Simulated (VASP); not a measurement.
# Cu (Fm-3m) in VASP: further runs

Aim: see how the results for Cu move with the level of theory and the settings. Levels: r2SCAN, r2SCAN0. Tasks: single point, relaxation of cell and atoms.

All numbers are computed with VASP 6.6.1; they aren't measurements. Logs are shortened: lines on timing, memory, paths and dates and some standing lists are left out, and cuts for length are marked.

### Step 1. The cell of the first run

The structure is cubic, space group Fm-3m (No. 225). Conventional cell: a = 3.576 Å, b = 3.576 Å, c = 3.576 Å, α = 90.00°, β = 90.00°, γ = 90.00°. Cu (site symmetry m-3m) has 12 Cu at 2.53 Å within 3.3 Å.

### Step 2. Single point, r2SCAN

File POSCAR:

```
Cu
1.0
    0.0000000000      1.7881324404      1.7881324404
    1.7881324404      0.0000000000      1.7881324404
    1.7881324404      1.7881324404      0.0000000000
Cu
1
Direct
    0.0000000000      0.0000000000      0.0000000000
```

File INCAR.step1:

```
ALGO     = Normal         # electronic algorithm
EDIFF    = 1E-4           # SCF threshold, eV
ENCUT    = 520            # plane-wave cutoff, eV
GGA      = PE             # functional
ISMEAR   = -1             # smearing method
LASPH    = T              # aspherical terms in the spheres
LCHARG   = F              # write CHGCAR
LREAL    = F              # projectors in reciprocal space
LWAVE    = T              # write WAVECAR
NBANDS   = 12             # bands
NELM     = 80             # most SCF steps
PREC     = Accurate       # precision mode
SIGMA    = 0.1            # smearing width, eV
```

File INCAR.step2:

```
ALGO     = Normal         # electronic algorithm
EDIFF    = 1E-6           # SCF threshold, eV
ENCUT    = 520            # plane-wave cutoff, eV
ISIF     = 2              # what is computed and relaxed
ISMEAR   = -1             # smearing method
ISTART   = 1            
LASPH    = T              # aspherical terms in the spheres
LCHARG   = F              # write CHGCAR
LMIXTAU  = T            
LREAL    = F              # projectors in reciprocal space
LWAVE    = F              # write WAVECAR
METAGGA  = R2SCAN         # meta-GGA
NBANDS   = 12             # bands
NELM     = 80             # most SCF steps
PREC     = Accurate       # precision mode
SIGMA    = 0.1            # smearing width, eV
```

File KPOINTS:

```
k-points
0
Gamma
  25 25 25
```

Potentials or basis: VASP PAW PBE potentials, release 64 (Cu).

Started as:

```sh
$ cat potpaw_PBE.64/Cu/POTCAR > POTCAR
$ cp INCAR.step1 INCAR
$ mpirun -np 1 vasp_std > vasp.out
$ cp INCAR.step2 INCAR
$ mpirun -np 1 vasp_std > vasp.out
```

OUTCAR:

```text
EDIFF = 1E-6
   ENCUT = 520
   ISIF = 2
   ISMEAR = -1
   ISTART = 1
   LASPH = T
   LREAL = F
   METAGGA = R2SCAN
   NELM = 80
   PREC = Accurate

 ion  position               nearest neighbor table
   1  0.000  0.000  0.000-

  LATTYP: Found a face centered cubic cell.
 ALAT       =     3.5762648808

  Lattice vectors:

 A1 = (   0.0000000000,   1.7881324404,   1.7881324404)
 A2 = (   1.7881324404,   0.0000000000,   1.7881324404)
 A3 = (   1.7881324404,   1.7881324404,   0.0000000000)

Analysis of symmetry for initial positions (statically):
=====================================================================
 Subroutine PRICEL returns:
 Original cell was already a primitive cell.

 Routine SETGRP: Setting up the symmetry group for a
 face centered cubic supercell.

 Subroutine GETGRP returns: Found 48 space group operations
 (whereof 48 operations were pure point group operations)
 out of a pool of 48 trial point group operations.

The static configuration has the point symmetry O_h .

Analysis of symmetry for dynamics (positions and initial velocities):
=====================================================================
 Subroutine PRICEL returns:
 Original cell was already a primitive cell.

 Routine SETGRP: Setting up the symmetry group for a
 face centered cubic supercell.

 Subroutine GETGRP returns: Found 48 space group operations
 (whereof 48 operations were pure point group operations)
 out of a pool of 48 trial point group operations.

The dynamic configuration has the point symmetry O_h .

 Subroutine INISYM returns: Found 48 space group operations
 (whereof 48 operations are pure point group operations),
 and found     1 'primitive' translations

----------------------------------------------------------------------------------------

                                     Primitive cell

  volume of cell :      11.4348

  direct lattice vectors                    reciprocal lattice vectors
     0.000000000  1.788132440  1.788132440    -0.279621346  0.279621346  0.279621346
     1.788132440  0.000000000  1.788132440     0.279621346 -0.279621346  0.279621346
     1.788132440  1.788132440  0.000000000     0.279621346  0.279621346 -0.279621346

  length of vectors
     2.528801149  2.528801149  2.528801149     0.484318378  0.484318378  0.484318378

  position of ions in fractional coordinates (direct lattice)
     0.000000000  0.000000000  0.000000000
[... 75 lines left out ...]
   NELM   =     80;   NELMIN=  2; NELMDL=  0     # of ELM steps
   EDIFF  = 0.1E-05   stopping-criterion for ELM
   LREAL  =      F    real-space projection
   EDIFFG = 0.1E-04   stopping-criterion for IOM
   NSW    =      0    number of steps for IOM
   IBRION =     -1    ionic relax: 0-MD 1-quasi-New 2-CG
   NFREE  =      0    steps in history (QN), initial steepest desc. (CG)
   ISIF   =      2    stress and relaxation
   ISYM   =      2    0-nonsym 1-usesym 2-fastsym
   POTIM  = 0.5000    time-step for ionic-motion
   TEBEG  =    0.0;   TEEND  =   0.0 temperature during run
   PSTRESS=    0.0 pullay stress
   NELECT =      11.0000    total number of electrons
   NUPDOWN=      -1.0000    fix difference up-down
   EMIN   =  10.00;   EMAX   =-10.00  energy-range for DOS
   EFERMI =   0.00;   METHOD = LEGACY
   ISMEAR =    -1;   SIGMA  =   0.10  broadening in eV -4-tet -1-fermi 0-gaus
   EFERMI_NEDOS =   21; number of points for ismear=-14 and -15
   IALGO  =     38    algorithm
   IMIX   =      4    mixing-type and parameters
     AMIX     =   0.40;   BMIX     =  1.00
     AMIX_MAG =   1.60;   BMIX_MAG =  1.00
  volume/ion in A,a.u.               =      11.43        77.17
  Fermi-wavevector in a.u.,A,eV,Ry     =   1.616079  3.053947 35.534510  2.611713
  Thomas-Fermi vector in A             =   2.710724
   LORBIT       =      0    0 simple, 1 ext, 2 COOP (PROOUT), +10 PAW based schemes
   METAGGA = R2SCAN    functional components
   LHFCALC =     F    Hartree Fock is set to
   AEXX    =    0.0000 exact exchange contribution
   IVDW    =     0    specifies the selected vdW correction
   LEPSILON=     F    determine dielectric tensor
   LRPA    =     F    only Hartree local field effects (RPA)
 non-spin polarized calculation
  energy-cutoff  :      520.00
  volume of cell :       11.43
 maximum number of plane-waves:       331
   NGX =  9   NGY =  9   NGZ =  9

 number of electron      11.0000012 magnetization

 Free energy of the ion-electron system (eV)
  ---------------------------------------------------
  ext. energy  EPLUGINS =         0.00000000
  ---------------------------------------------------
  free energy    TOTEN  =       -10.83061709 eV

  energy without entropy =      -10.82059809  energy(sigma->0) =      -10.82560759

 E-fermi :   7.8227     XC(G=0): -13.9642

 val. band max:        7.8178597903   @ k =  -0.2400   0.2800   0.0400
 cond. band min:       7.8335750349   @ k =   0.4800   0.1600   0.0000
 fundamental gap:      0.0157152445
 Fermi energy:         7.8226520849

 k-point     1 :       0.0000    0.0000    0.0000
  band No.  band energies     occupation
      1      -2.1255      2.00000
      2       4.5587      2.00000
      3       4.5588      2.00000
      4       4.5588      2.00000
      5       5.4170      2.00000
      6       5.4170      2.00000
      7      31.4524      0.00000
      8      34.7438      0.00000
      9      34.7438      0.00000
     10      34.7441      0.00000
     11      37.1595      0.00000
     12      37.1596      0.00000
[... 331 lines left out ...]
 k-point    24 :       0.4400    0.0400    0.0000
  band No.  band energies     occupation
      1       2.2841      2.00000
      2       4.5121      2.00000
      3       4.5604      2.00000
      4       5.4655      2.00000
      5       6.0009      2.00000
      6       6.3385      2.00000
      7      13.3239      0.00000
      8      29.7210      0.00000
      9      30.5077      0.00000
     10      31.4500      0.00000
     11      35.0171      0.00000
     12      35.6920      0.00000

 [... further k-points ...]
[... 5 lines left out ...]
  --------------------------------------------------------------------------------------
  -------------------------------------------------------------------------------------
  Total        0.0394900      0.0394900      0.0394900      0.0000000     -0.0000000     -0.0000000
  in kB        5.5331054      5.5331054      5.5331054      0.0000000     -0.0000000     -0.0000000
  external PRESSURE =       5.5331054 kB  Pullay stress =       0.0000000 kB

 VOLUME and BASIS-vectors are now :
 -----------------------------------------------------------------------------
  energy-cutoff  :      520.00
  volume of cell :       11.43
      direct lattice vectors                 reciprocal lattice vectors
     0.000000000  1.788132440  1.788132440    -0.279621346  0.279621346  0.279621346
     1.788132440  0.000000000  1.788132440     0.279621346 -0.279621346  0.279621346
     1.788132440  1.788132440  0.000000000     0.279621346  0.279621346 -0.279621346

 POSITION                                       TOTAL-FORCE (eV/Angst)
 -----------------------------------------------------------------------------------
      0.00000      0.00000      0.00000        -0.000000     -0.000000     -0.000000
 -----------------------------------------------------------------------------------
    total drift:                               -0.000000     -0.000000     -0.000000

  FREE ENERGIE OF THE ION-ELECTRON SYSTEM (eV)
  ---------------------------------------------------
  free  energy   TOTEN  =       -10.8306170900 eV

  energy  without entropy=      -10.8205980879  energy(sigma->0) =      -10.82560759
```

OSZICAR.step1:

```text
N       E                     dE             d eps       ncg     rms          rms(c)
DAV:   1     0.422400981761E+02    0.42240E+02   -0.53849E+03 12136   0.155E+03
DAV:   2    -0.333250986964E+01   -0.45573E+02   -0.42172E+02 11200   0.205E+02
DAV:   3    -0.463051884230E+01   -0.12980E+01   -0.12888E+01 12832   0.398E+01
DAV:   4    -0.463838270412E+01   -0.78639E-02   -0.78628E-02 12408   0.273E+00
DAV:   5    -0.463845239314E+01   -0.69689E-04   -0.69688E-04 13024   0.261E-01    0.774E+00
DAV:   6    -0.407739242402E+01    0.56106E+00   -0.14105E+01 13024   0.718E+01    0.375E+00
DAV:   7    -0.373308328570E+01    0.34431E+00   -0.21713E+00 13040   0.280E+01    0.622E-01
DAV:   8    -0.372065912644E+01    0.12424E-01   -0.44437E-03 12924   0.796E-01    0.273E-01
DAV:   9    -0.371933980240E+01    0.13193E-02   -0.78970E-03 13704   0.155E+00    0.284E-02
DAV:  10    -0.371934268808E+01   -0.28857E-05   -0.26308E-05  6824   0.933E-02
   1 F= -.37193427E+01 E0= -.37141386E+01  d E =-.104082E-01
```

Run time: 6.1 min. Hardware: 1 thread of AMD EPYC 7R43 (Zen 3), shared host; peak memory 0.14 GiB.

Results:

```yaml
Free_energy: -10.8306 eV
Pressure: 0.6 GPa
```

Levels at points of the mesh, in eV from the Fermi level:
| k point | band 4 | band 5 | band 6 | band 7 | band 8 | band 9 |
| --- | --- | --- | --- | --- | --- | --- |
| (0.00, 0.00, 0.00) | -3.26 | -2.41 | -2.41 | 23.63 | 26.92 | 26.92 |

Caveat: the PAW data sets were made with another functional, which shifts forces and pressure a little.

### Step 3. Single point, r2SCAN (volume scaled by 1.04)

File POSCAR:

```
Cu
1.0
    0.0000000000      1.8116631972      1.8116631972
    1.8116631972      0.0000000000      1.8116631972
    1.8116631972      1.8116631972      0.0000000000
Cu
1
Direct
    0.0000000000      0.0000000000      0.0000000000
```

File INCAR.step1:

```
PREC     = Accurate       # precision mode
ENCUT    = 520            # plane-wave cutoff, eV
ISMEAR   = -1             # smearing method
SIGMA    = 0.1            # smearing width, eV
LREAL    = F              # projectors in reciprocal space
LASPH    = T              # aspherical terms in the spheres
NELM     = 100            # most SCF steps
NBANDS   = 12             # bands
GGA      = PE             # functional
ALGO     = Normal         # electronic algorithm
EDIFF    = 1E-4           # SCF threshold, eV
LWAVE    = T              # write WAVECAR
LCHARG   = F              # write CHGCAR
```

File INCAR.step2:

```
PREC     = Accurate       # precision mode
ENCUT    = 520            # plane-wave cutoff, eV
EDIFF    = 1E-7           # SCF threshold, eV
ISMEAR   = -1             # smearing method
SIGMA    = 0.1            # smearing width, eV
LREAL    = F              # projectors in reciprocal space
LASPH    = T              # aspherical terms in the spheres
NELM     = 100            # most SCF steps
ALGO     = Normal         # electronic algorithm
ISIF     = 2              # what is computed and relaxed
LWAVE    = F              # write WAVECAR
LCHARG   = F              # write CHGCAR
METAGGA  = R2SCAN         # meta-GGA
LMIXTAU  = T            
NBANDS   = 12             # bands
ISTART   = 1
```

File KPOINTS:

```
regular mesh
0
Gamma
  25 25 25
```

Potentials or basis: VASP PAW PBE potentials, release 64 (Cu).

Started as:

```sh
$ cat potpaw_PBE.64/Cu/POTCAR > POTCAR
$ cp INCAR.step1 INCAR
$ mpirun -np 1 vasp_std > vasp.out
$ cp INCAR.step2 INCAR
$ mpirun -np 1 vasp_std > vasp.out
```

OUTCAR:

```text
PREC = Accurate
   ENCUT = 520
   EDIFF = 1E-7
   ISMEAR = -1
   LREAL = F
   LASPH = T
   NELM = 100
   ISIF = 2
   METAGGA = R2SCAN
   ISTART = 1

 ion  position               nearest neighbor table
   1  0.000  0.000  0.000-

  LATTYP: Found a face centered cubic cell.
 ALAT       =     3.6233263944

  Lattice vectors:

 A1 = (   0.0000000000,   1.8116631972,   1.8116631972)
 A2 = (   1.8116631972,   0.0000000000,   1.8116631972)
 A3 = (   1.8116631972,   1.8116631972,   0.0000000000)

Analysis of symmetry for initial positions (statically):
=====================================================================
 Subroutine PRICEL returns:
 Original cell was already a primitive cell.

 Routine SETGRP: Setting up the symmetry group for a
 face centered cubic supercell.

 Subroutine GETGRP returns: Found 48 space group operations
 (whereof 48 operations were pure point group operations)
 out of a pool of 48 trial point group operations.

The static configuration has the point symmetry O_h .

Analysis of symmetry for dynamics (positions and initial velocities):
[... 156 lines left out ...]
 E-fermi :   7.3269     XC(G=0): -13.6987

 val. band max:        7.3162986129   @ k =   0.4800   0.3600   0.0800
 cond. band min:       7.3453719808   @ k =   0.4800   0.1600   0.0000
 fundamental gap:      0.0290733679
 Fermi energy:         7.3268758870

 k-point     1 :       0.0000    0.0000    0.0000
  band No.  band energies     occupation
      1      -2.3006      2.00000
      2       4.1961      2.00000
      3       4.1962      2.00000
      4       4.1962      2.00000
      5       5.0016      2.00000
      6       5.0016      2.00000
      7      30.6376      0.00000
      8      33.6148      0.00000
      9      33.6148      0.00000
     10      33.6151      0.00000
     11      35.9925      0.00000
     12      35.9926      0.00000
[... 331 lines left out ...]
 k-point    24 :       0.4400    0.0400    0.0000
  band No.  band energies     occupation
      1       2.0256      2.00000
      2       4.1528      2.00000
      3       4.1979      2.00000
      4       5.0784      2.00000
      5       5.5524      2.00000
      6       5.9078      2.00000
      7      12.6261      0.00000
      8      28.9103      0.00000
      9      29.4260      0.00000
     10      30.3172      0.00000
     11      33.9469      0.00000
     12      34.5676      0.00000

 [... further k-points ...]
[... 5 lines left out ...]
  --------------------------------------------------------------------------------------
  -------------------------------------------------------------------------------------
  Total       -0.3814021     -0.3814021     -0.3814021     -0.0000000      0.0000000      0.0000000
  in kB      -51.3843955    -51.3843955    -51.3843955     -0.0000000      0.0000000      0.0000000
  external PRESSURE =     -51.3843955 kB  Pullay stress =       0.0000000 kB

 VOLUME and BASIS-vectors are now :
 -----------------------------------------------------------------------------
  energy-cutoff  :      520.00
  volume of cell :       11.89
      direct lattice vectors                 reciprocal lattice vectors
     0.000000000  1.811663197  1.811663197    -0.275989489  0.275989489  0.275989489
     1.811663197  0.000000000  1.811663197     0.275989489 -0.275989489  0.275989489
     1.811663197  1.811663197  0.000000000     0.275989489  0.275989489 -0.275989489

 POSITION                                       TOTAL-FORCE (eV/Angst)
 -----------------------------------------------------------------------------------
      0.00000      0.00000      0.00000         0.000000      0.000000     -0.000000
 -----------------------------------------------------------------------------------
    total drift:                               -0.000000     -0.000000     -0.000000

  FREE ENERGIE OF THE ION-ELECTRON SYSTEM (eV)
  ---------------------------------------------------
  free  energy   TOTEN  =       -10.8244640203 eV

  energy  without entropy=      -10.8142067723  energy(sigma->0) =      -10.81933540
```

OSZICAR.step1:

```text
N       E                     dE             d eps       ncg     rms          rms(c)
DAV:   1     0.424343082005E+02    0.42434E+02   -0.53895E+03 12156   0.153E+03
DAV:   2    -0.330278925201E+01   -0.45737E+02   -0.42247E+02 11260   0.204E+02
DAV:   3    -0.462635491131E+01   -0.13236E+01   -0.13102E+01 12832   0.396E+01
DAV:   4    -0.463495389438E+01   -0.85990E-02   -0.85976E-02 12304   0.279E+00
DAV:   5    -0.463503678816E+01   -0.82894E-04   -0.82893E-04 13032   0.279E-01    0.768E+00
DAV:   6    -0.411979959493E+01    0.51524E+00   -0.14644E+01 13060   0.724E+01    0.398E+00
DAV:   7    -0.374428144657E+01    0.37552E+00   -0.23364E+00 13056   0.288E+01    0.579E-01
DAV:   8    -0.373348609851E+01    0.10795E-01   -0.45347E-03 12580   0.968E-01    0.300E-01
DAV:   9    -0.373190703112E+01    0.15791E-02   -0.97686E-03 13588   0.172E+00    0.303E-02
DAV:  10    -0.373190772536E+01   -0.69424E-06   -0.33990E-05  6876   0.107E-01
   1 F= -.37319077E+01 E0= -.37265758E+01  d E =-.106638E-01
```

It took 5.9 min on 1 thread of AMD EPYC 7R43 (Zen 3), shared host; peak memory 0.14 GiB.

Results:

| Property | Result |
| --- | --- |
| Free energy | -10.8245 eV |
| Pressure | -5.1 GPa |

Caveat: the PAW data sets were made with another functional, which shifts forces and pressure a little.

(Part 1 of 2 ends here.)
